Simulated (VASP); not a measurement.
**Lu3AlAs4: single point with PBE**

Crystal: Lu3AlAs4.

```
CELL_PARAMETERS angstrom
5.58768 0.00000 0.00000
0.00000 5.58768 0.00000
0.00000 0.00000 5.58768
ATOMIC_POSITIONS crystal
Al 0.00000 0.00000 0.00000
As 0.50000 0.50000 0.50000
As 0.00000 0.00000 0.50000
As 0.00000 0.50000 0.00000
As 0.50000 0.00000 0.00000
Lu 0.50000 0.50000 0.00000
Lu 0.50000 0.00000 0.50000
Lu 0.00000 0.50000 0.50000
```

This cell differs from its parent crystal: volume changed by -3%.

```json
{
  "Program": "VASP 6.6.1",
  "Task": "single point",
  "Functional": "PBE",
  "Potentials or basis": "VASP PAW PBE potentials, release 64 (Al, As, Lu)",
  "Cutoff": "520 eV",
  "k mesh": "4 × 4 × 4",
  "Occupations": "fermi-dirac, width 0.02 eV",
  "Spin": "no spin polarisation",
  "Dipole correction": "no",
  "Further INCAR settings": "ALGO = Normal; EDIFF = 1e-06; NBANDS = 59"
}
```

* Pressure: 2.6 GPa
* Band gap on the k mesh: zero (band 49 reaches 4.21 eV, above the bottom of band 50 at 4.04 eV)

Levels at points of the mesh, in eV from the Fermi level:
```csv
k point,band 47,band 48,band 49,band 50,band 51,band 52
"(0.00, 0.00, 0.00)",-0.70,-0.16,-0.16,-0.16,0.71,0.71
"(0.50, 0.00, 0.00)",-0.92,-0.37,-0.37,0.30,1.39,1.87
"(0.50, 0.50, 0.00)",-1.95,-1.92,-0.31,1.94,2.76,2.76
"(0.50, 0.50, 0.50)",-2.04,-0.67,-0.67,2.19,2.29,2.29
```

Run time: 66 s on 1 thread of Intel(R) Xeon(R) 6975P-C (Granite Rapids), with other jobs on the host, peak memory 0.31 GiB.

Caveat: spin-orbit coupling is left out, which moves the levels of the heavy elements.
